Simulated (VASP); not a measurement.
Here is a VASP 6.6.1 calculation.

Contents of INCAR:

```
SYSTEM = Sb
PREC     = Accurate       ! precision mode
ENCUT    = 400            ! plane-wave cutoff, eV
EDIFF    = 1E-8           ! SCF threshold, eV
ISMEAR   = -1             ! smearing method
SIGMA    = 0.03           ! smearing width, eV
LREAL    = .FALSE.        ! projectors in reciprocal space
LASPH    = .TRUE.         ! aspherical terms in the spheres
NELM     = 120            ! most SCF steps
ALGO     = Normal         ! electronic algorithm
ISIF     = 2              ! what is computed and relaxed
LWAVE    = .FALSE.        ! write WAVECAR
LCHARG   = .FALSE.        ! write CHGCAR
GGA      = CA             ! functional
LEFG     = .TRUE.       
NBANDS   = 22             ! bands
GGA_COMPAT= .FALSE.
```

The input KPOINTS:

```
regular mesh
0
G
  12 12 12
  0 0 0
```

The input POSCAR:

```
Sb
1.0
    2.1215346023      1.2248685738      3.6933992025
   -2.1215346023      1.2248685738      3.6933992025
    0.0000000000     -2.4497371474      3.6933992025
Sb
2
Direct
    0.2336400000      0.2336400000      0.2336400000
    0.7663600000      0.7663600000      0.7663600000
```

Potentials or basis: VASP PAW LDA potentials, release 64 (Sb_d_GW).

Launch:

```console
$ cat potpaw_LDA.64/Sb_d_GW/POTCAR > POTCAR
$ mpirun -np 1 vasp_std > vasp.out
```

(1) Estimate the largest force.

(2) What does it give for the band gap on the k mesh?

(3) Predict the pressure.

Answers

(1) 0.296 eV/Å.

(2) zero (bands 15 and 16 overlap by 0.34 eV).

(3) 1.5 GPa.

Caveat: without QUAD_EFG the Cq values of the log hold for a quadrupole moment of 1 mb, not for the nuclei; spin-orbit coupling is left out, which moves the levels of the heavy elements.
